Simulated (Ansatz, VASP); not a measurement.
## TaN: VASP beside Ansatz

Contents of INCAR:

```
PREC = Accurate
ENCUT = 520
EDIFF = 1E-6
ISMEAR = 0
SIGMA = 0.15
LREAL = F
LASPH = T
NELM = 100
ALGO = Normal
ISIF = 2
LWAVE = F
LCHARG = T
GGA = PS
LELF = T
LVHAR = T
NBANDS = 15
```

File KPOINTS:

```
Automatic mesh
0
Gamma
  24 24 24
```

Contents of POSCAR:

```
TaN
1.0
    0.0000000000      2.1222093625      2.1878447036
    2.1222093625      0.0000000000      2.1878447036
    2.1222093625      2.1222093625      0.0000000000
Ta N
1 1
Direct
    0.5000000000      0.5000000000      0.5000000000
    0.0000000000      0.0000000000      0.0000000000
```

Input for Ansatz:

```yaml
crystal:
  lattice:
    - [0.0, 2.1222093625, 2.1878447036]
    - [2.1222093625, 0.0, 2.1878447036]
    - [2.1222093625, 2.1222093625, 0.0]
  atoms:
    - { symbol: Ta, position: [0.5, 0.5, 0.5] }
    - { symbol: "N", position: [0.0, 0.0, 0.0] }
basis:
  ecutwfc: 420
kpoints:
  mp_grid: { grid: [24, 24, 24] }
hamiltonian:
  xc: pbesol
scf:
  occupations: { method: gaussian, width: 0.15 }
output:
  forces: true
  stress: true
  eigenvalues: true
```

Change from the starting cell: strain -0.030 along x and y, +0.000 along z, atoms carried along.

Alike in both runs: task single point; functional PBEsol; k mesh 24 × 24 × 24; occupations gaussian, width 0.15 eV; no spin polarisation.

|  | VASP | Ansatz |
| --- | --- | --- |
| version | VASP 6.6.1 | Ansatz 0.2.0 |
| potentials or method | VASP PAW PBE potentials, release 64 (Ta_pv, N), cutoff 520 eV | scalar-relativistic, plane waves, PAW |
| valence electrons in the cell | 16 | 18 |

VASP gave:

| Quantity | Value |
| --- | --- |
| gap on the k mesh at the Fermi level (eV) | none |
| pressure (GPa) | 27.2 |
| traceless stress, the component that is largest in VASP (GPa) | -16.18 |

Estimate Ansatz's values.

gap on the k mesh at the Fermi level (eV): none; pressure (GPa): 25.8; traceless stress, the component that is largest in VASP (GPa): -16.06.

VASP's potentials were made for PBE, not for PBEsol. A gap of «none» marks a metal or a gap that the smearing closes. VASP's potentials hold 16 valence electrons a cell and Ansatz's 18, so a difference there can come from the potentials and not from the codes.

Neither program's run includes spin-orbit coupling.
